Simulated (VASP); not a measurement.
Wanted: the native input for a VASP 6.6.1 run.

| Quantity | Value |
| --- | --- |
| Task | single point |
| Functional | PBE |
| Potentials or basis | VASP PAW PBE potentials, release 64 (Al, Co) |
| Cutoff | 520 eV |
| k mesh | 21 × 21 × 7 |
| Occupations | gaussian, width 0.15 eV |
| Spin | no spin polarisation |
| Dipole correction | no |
| Further INCAR settings | ALGO = Fast; EDIFF = 1e-07; NBANDS = 27 |

The structure of AlCo lies in POSCAR:

```
AlCo
1.0
    0.0000000000     -2.8519024102      0.0000000000
    0.0000000000      0.0000000000     -2.8519024102
    8.5557072306     -0.8555707231      0.0000000000
Al Co
3 3
Direct
    0.9250050000      1.0000000000      0.2499833333
    0.8250050000      1.0000000000      0.5833166667
    0.7250050000      1.0000000000      0.9166500000
    0.4750050000      0.5000000000      0.0833166667
    0.3750050000      0.5000000000      0.4166500000
    0.2750050000      0.5000000000      0.7499833333
```

This cell differs from its parent crystal: the part above a cut slid along it.

These files were run (other wordings do the same):

INCAR

```
PREC     = Accurate       # precision mode
ENCUT    = 520            # plane-wave cutoff, eV
EDIFF    = 1E-7           # SCF threshold, eV
ISMEAR   = 0              # smearing method
SIGMA    = 0.15           # smearing width, eV
LREAL    = F              # projectors in reciprocal space
LASPH    = T              # aspherical terms in the spheres
NELM     = 100            # most SCF steps
ALGO     = Fast           # electronic algorithm
ISIF     = 2              # what is computed and relaxed
LWAVE    = F              # write WAVECAR
LCHARG   = F              # write CHGCAR
GGA      = PE             # functional
NBANDS   = 27             # bands
```

KPOINTS

```
Automatic mesh
0
Gamma
  21 21 7
```

Potentials or basis: VASP PAW PBE potentials, release 64 (Al, Co).

The run is started by

```bash
$ cat potpaw_PBE.64/Al/POTCAR potpaw_PBE.64/Co/POTCAR > POTCAR
$ mpirun -np 1 vasp_std > vasp.out
```

Results of the run:

| Property | Result |
| --- | --- |
| Pressure | 7.2 GPa |
| Largest force | 4.050 eV/Å |
| Band gap on the k mesh | zero (bands 18 and 19 overlap by 0.73 eV) |

Caveat: the cell differs from its parent crystal (the part above a cut slid along it); the stress differs along the axes, from 1 to 11 GPa; the run has no spin polarisation, though such a crystal can be magnetic; forces of over 1 eV/Å act on the atoms, so gaps and moduli don't describe the material at rest.

Run time: 29 min on 1 thread of Oxide Virtual Turin-like Processor, with other jobs on the host, peak memory 1.1 GiB.
